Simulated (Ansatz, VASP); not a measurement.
One calculation of Re, two programs

Contents of INCAR:

```
SYSTEM = Re
PREC = Accurate
ENCUT = 520
EDIFF = 1E-8
ISMEAR = -1
SIGMA = 0.05
LREAL = .False.
LASPH = .True.
NELM = 60
ALGO = Normal
ISIF = 2
LWAVE = .False.
LCHARG = .False.
GGA = PE
LEFG = .True.
NBANDS = 18
```

KPOINTS

```
Automatic mesh
0
Gamma
  15 15 15
  0 0 0
```

The input POSCAR:

```
Re
1.0
    1.4110657914      0.8146792145      6.8299866994
   -1.4110657914      0.8146792145      6.8299866994
    0.0000000000     -1.6293584291      6.8299866994
Re
3
Direct
    0.0000000000      0.0000000000      0.0000000000
    0.2221738800      0.2221738800      0.2221738800
    0.7778261200      0.7778261200      0.7778261200
```

Input for Ansatz:

```yaml
crystal:
  lattice:
    - [1.4110657914, 0.8146792145, 6.8299866994]
    - [-1.4110657914, 0.8146792145, 6.8299866994]
    - [0.0, -1.6293584291, 6.8299866994]
  atoms:
    - { symbol: Re, position: [0.0, 0.0, 0.0] }
    - { symbol: Re, position: [0.22217388, 0.22217388, 0.22217388] }
    - { symbol: Re, position: [0.77782612, 0.77782612, 0.77782612] }
kpoints:
  mp_grid: { grid: [15, 15, 15] }
scf:
  occupations: { method: fermi_dirac, width: 0.05 }
hamiltonian:
  xc: pbe
  pseudopotentials: { kind: all_electron, datasets: crystal }
output:
  forces: true
  stress: true
  eigenvalues: true
  efg: { contact_densities: true }
```

Change from the starting cell: volume scaled by 1.06, crystal datasets.

Alike in both runs: task electric field gradients; functional PBE; k mesh 15 × 15 × 15; occupations fermi-dirac, width 0.05 eV; no spin polarisation.

|  | VASP | Ansatz |
| --- | --- | --- |
| version | VASP 6.6.1 | Ansatz 0.2.0 |
| potentials or method | VASP PAW PBE potentials, release 64 (Re), cutoff 520 eV | all-electron PAW with datasets made for the crystal, scalar-relativistic |

|  | VASP | Ansatz | Ansatz less VASP |
| --- | --- | --- | --- |
| pressure (GPa) | -16.6 | -15.8 | +0.86 |
| traceless stress, the component that is largest in VASP (GPa) | -0.62 | -0.54 | +0.081 |
| size of Vzz on the site where it differs most (V/Å²) | 34.0 | 21.2 | -12.87 |

Ansatz ran all-electron here, and VASP with PAW potentials.

Spin-orbit coupling is off throughout.
